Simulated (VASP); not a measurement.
Runs of VASP 6.6.1 on MgB2. The structure is that of space group P6/mmm (No. 191), or close to it. The cells are those of the table. 

```csv
task,cell,k mesh,cutoff (eV),gap on the mesh (eV),pressure (GPa)
single point,"a = 3.064, b = 3.064, c = 3.497 Å, angles 90.0, 90.0, 120.0°, 3 atoms",24 × 24 × 18,520,none,0.0
relaxation of cell and atoms,"relaxed to 5 GPa from a = 3.064, b = 3.064, c = 3.497 Å, angles 90.0, 90.0, 120.0°, 3 atoms",24 × 24 × 18,600,none,5.0
single point,"a = 2.995, b = 2.995, c = 3.355 Å, angles 90.0, 90.0, 120.0°, 3 atoms",27 × 27 × 20,520,none,15.1
single point,"a = 3.039, b = 3.039, c = 3.443 Å, angles 90.0, 90.0, 120.0°, 3 atoms",24 × 24 × 18,520,none,5.0
single point,"a = 3.016, b = 3.016, c = 3.395 Å, angles 90.0, 90.0, 120.0°, 3 atoms",24 × 24 × 20,520,none,(a)
relaxation of cell and atoms,"relaxed from a = 3.080, b = 3.080, c = 3.520 Å, angles 90.0, 90.0, 120.0°, 3 atoms",24 × 24 × 18,600,none,0.0
```

Alike in all rows: level PBEsol; potentials or basis VASP PAW PBE potentials, release 64 (Mg, B); no spin polarisation; smearing gaussian 0.1 eV.

Estimate the missing entries.

(a) 10.1.

Caveats: the PAW data sets were made with another functional, which shifts forces and pressure a little; the cell stands under pressure (at least some runs); the cell is relaxed towards a set pressure, so the run minimises the enthalpy, not the energy (at least some runs).

A gap of «none» marks levels without a gap at the run's occupations.
